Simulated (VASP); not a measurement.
# LaB6 (Pm-3m) in VASP: a series of runs, part 2 of 3

VASP 6.6.1. Earlier steps stand in the parts before.

## Step 4: Single point, r2SCAN

POSCAR reads:

```
LaB6
1.0
    4.1525011675      0.0000000000      0.0000000000
    0.0000000000      4.1525011675      0.0000000000
    0.0000000000      0.0000000000      4.1525011675
La B
1 6
Direct
    0.0000000000      0.0000000000      0.0000000000
    0.5000000000      0.5000000000      0.2000602608
    0.5000000000      0.5000000000      0.7999397392
    0.5000000000      0.7999397392      0.5000000000
    0.5000000000      0.2000602608      0.5000000000
    0.7999397392      0.5000000000      0.5000000000
    0.2000602608      0.5000000000      0.5000000000
```

INCAR.step1 reads:

```
  PREC = Accurate
  ENCUT = 520
  ISMEAR = 0
  SIGMA = 0.1
  LREAL = F
  LASPH = T
  NELM = 60
  NBANDS = 24
  GGA = PE
  ALGO = Normal
  EDIFF = 1E-4
  LWAVE = T
  LCHARG = F
```

INCAR.step2 reads:

```
  PREC = Accurate
  ENCUT = 520
  EDIFF = 1E-6
  ISMEAR = 0
  SIGMA = 0.1
  LREAL = F
  LASPH = T
  NELM = 60
  ALGO = Normal
  ISIF = 2
  LWAVE = F
  LCHARG = T
  METAGGA = R2SCAN
  LMIXTAU = T
  LELF = T
  LVHAR = T
  NBANDS = 24
  ISTART = 1
```

KPOINTS reads:

```
regular mesh
0
Gamma
  8 8 8
```

Potentials or basis: VASP PAW PBE potentials, release 64 (La, B).

On the command line:

```
cat potpaw_PBE.64/La/POTCAR potpaw_PBE.64/B/POTCAR > POTCAR
cp INCAR.step1 INCAR
mpirun -np 1 vasp_std > vasp.out
cp INCAR.step2 INCAR
mpirun -np 1 vasp_std > vasp.out
```

OUTCAR:

```text
PREC = Accurate
   ENCUT = 520
   EDIFF = 1E-6
   ISMEAR = 0
   LREAL = F
   LASPH = T
   NELM = 60
   ISIF = 2
   METAGGA = R2SCAN
   ISTART = 1

 ion  position               nearest neighbor table
   1  0.000  0.000  0.000-
   2  0.500  0.500  0.200-   3 1.66   4 1.76   5 1.76   6 1.76   7 1.76
   3  0.500  0.500  0.800-   2 1.66   4 1.76   5 1.76   6 1.76   7 1.76
   4  0.500  0.800  0.500-   5 1.66   3 1.76   2 1.76   6 1.76   7 1.76
   5  0.500  0.200  0.500-   4 1.66   3 1.76   2 1.76   6 1.76   7 1.76
   6  0.800  0.500  0.500-   7 1.66   3 1.76   4 1.76   5 1.76   2 1.76
   7  0.200  0.500  0.500-   6 1.66   3 1.76   4 1.76   5 1.76   2 1.76

  LATTYP: Found a simple cubic cell.
 ALAT       =     4.1525011675

  Lattice vectors:

 A1 = (   4.1525011675,   0.0000000000,   0.0000000000)
 A2 = (   0.0000000000,   4.1525011675,   0.0000000000)
 A3 = (   0.0000000000,   0.0000000000,   4.1525011675)

Analysis of symmetry for initial positions (statically):
=====================================================================
 Subroutine PRICEL returns:
[... 186 lines left out ...]
 fundamental gap:      0.1366121256
 Fermi energy:         8.7297598235

 k-point     1 :       0.0000    0.0000    0.0000
  band No.  band energies     occupation
      1     -25.6387      2.00000
      2      -8.9370      2.00000
      3      -8.9370      2.00000
      4      -8.9370      2.00000
      5      -7.8492      2.00000
      6       0.3524      2.00000
[... 637 lines left out ...]
     23      11.9640      0.00000
     24      12.2892      0.00000

 [... further k-points ...]

------------------------ aborting loop because EDIFF is reached ----------------------------------------

  FORCE on cell =-STRESS in cart. coord.  units (eV):
  Direction    XX          YY          ZZ          XY          YZ          ZX
  --------------------------------------------------------------------------------------
  -------------------------------------------------------------------------------------
  Total       -0.0162983     -0.0162983     -0.0162983      0.0000000      0.0000000     -0.0000000
  in kB       -0.3646906     -0.3646906     -0.3646906      0.0000000      0.0000000     -0.0000000
  external PRESSURE =      -0.3646906 kB  Pullay stress =       0.0000000 kB

 VOLUME and BASIS-vectors are now :
 -----------------------------------------------------------------------------
  energy-cutoff  :      520.00
  volume of cell :       71.60
      direct lattice vectors                 reciprocal lattice vectors
     4.152501167  0.000000000  0.000000000     0.240818716  0.000000000  0.000000000
     0.000000000  4.152501167  0.000000000     0.000000000  0.240818716  0.000000000
     0.000000000  0.000000000  4.152501167     0.000000000  0.000000000  0.240818716

 POSITION                                       TOTAL-FORCE (eV/Angst)
 -----------------------------------------------------------------------------------
      0.00000      0.00000      0.00000         0.000000      0.000000      0.000000
      2.07625      2.07625      0.83075         0.000000      0.000000     -0.025682
      2.07625      2.07625      3.32175        -0.000000     -0.000000      0.025682
      2.07625      3.32175      2.07625        -0.000000      0.025682      0.000000
      2.07625      0.83075      2.07625         0.000000     -0.025682     -0.000000
      3.32175      2.07625      2.07625         0.025682     -0.000000      0.000000
      0.83075      2.07625      2.07625        -0.025682      0.000000     -0.000000
 -----------------------------------------------------------------------------------
    total drift:                               -0.000000      0.000000      0.000000

  FREE ENERGIE OF THE ION-ELECTRON SYSTEM (eV)
  ---------------------------------------------------
  free  energy   TOTEN  =       -78.2231036988 eV

  energy  without entropy=      -78.2194134774  energy(sigma->0) =      -78.22125859
```

OUTCAR.step1:

```text
PREC = Accurate
   ENCUT = 520
   ISMEAR = 0
   LREAL = F
[... 889 lines left out ...]
      2.07625      3.32175      2.07625         0.000000      0.121003      0.000000
      2.07625      0.83075      2.07625         0.000000     -0.121003      0.000000
      3.32175      2.07625      2.07625         0.121003     -0.000000      0.000000
      0.83075      2.07625      2.07625        -0.121003     -0.000000      0.000000
 -----------------------------------------------------------------------------------
    total drift:                                0.000000     -0.000000     -0.000000

  FREE ENERGIE OF THE ION-ELECTRON SYSTEM (eV)
  ---------------------------------------------------
  free  energy   TOTEN  =       -49.0551360637 eV

  energy  without entropy=      -49.0513699875  energy(sigma->0) =      -49.05325303
```

OSZICAR.step1:

```text
N       E                     dE             d eps       ncg     rms          rms(c)
DAV:   1     0.190156350004E+03    0.19016E+03   -0.10977E+04  1840   0.153E+03
DAV:   2    -0.261456478762E+02   -0.21630E+03   -0.18454E+03  1904   0.265E+02
DAV:   3    -0.523041635636E+02   -0.26159E+02   -0.25284E+02  2464   0.109E+02
DAV:   4    -0.534997257215E+02   -0.11956E+01   -0.11915E+01  2984   0.208E+01
DAV:   5    -0.535383689939E+02   -0.38643E-01   -0.38604E-01  2528   0.304E+00    0.912E+00
DAV:   6    -0.493835241299E+02    0.41548E+01   -0.92087E+00  2744   0.156E+01    0.462E+00
DAV:   7    -0.490845006643E+02    0.29902E+00   -0.39679E+00  2600   0.920E+00    0.196E+00
DAV:   8    -0.492290307928E+02   -0.14453E+00   -0.16821E+00  2944   0.126E+01    0.149E+00
DAV:   9    -0.490858941822E+02    0.14314E+00   -0.24783E-01  2912   0.385E+00    0.789E-01
DAV:  10    -0.490559506641E+02    0.29944E-01   -0.27486E-01  3000   0.403E+00    0.233E-01
DAV:  11    -0.490551829950E+02    0.76767E-03   -0.20476E-02  2712   0.116E+00    0.137E-01
DAV:  12    -0.490551360637E+02    0.46931E-04   -0.53981E-04  2672   0.143E-01
   1 F= -.49055136E+02 E0= -.49053253E+02  d E =-.376608E-02
```

Run time: 2.7 min. Hardware: 1 thread of Oxide Virtual Turin-like, shared host; peak memory 0.19 GiB.

What came out:

* Free energy: -78.2231 eV
* Pressure: 0.0 GPa
* Largest force: 0.026 eV/Å
* Band gap on the k mesh: zero (an odd number of electrons rules out a gap without spin polarisation)

Forces in eV/Å, atoms in the order of the input:
```
La   0.000  0.000  0.000
B    0.000  0.000 -0.026
B    0.000  0.000  0.026
B    0.000  0.026  0.000
B    0.000 -0.026  0.000
B    0.026  0.000  0.000
B   -0.026  0.000  0.000
```

Levels at points of the mesh, in eV from the Fermi level:
```tsv
k point	band 11	band 12	band 13	band 14	band 15	band 16	band 17	band 18
(0.00, 0.00, 0.00)	-7.48	-1.98	-1.98	-1.98	0.28	0.28	0.28	1.66
(0.50, 0.00, 0.00)	-3.70	-3.70	-3.39	-2.51	-1.58	1.67	1.67	1.71
(0.50, 0.50, 0.00)	-4.71	-4.71	-3.06	-3.06	1.20	1.20	2.22	2.25
(0.50, 0.50, 0.50)	-5.05	-2.53	-2.53	-2.53	1.68	2.02	2.02	2.02
```

Caveat: the PAW data sets were made with another functional, which shifts forces and pressure a little; spin-orbit coupling is left out, which moves the levels of the heavy elements; an odd number of electrons without spin polarisation forces a metal; a magnetic or distorted state may lie lower.

[end of part 2 of 3]

The gap in the log of VASP goes by the Fermi energy; the results here count the filled bands.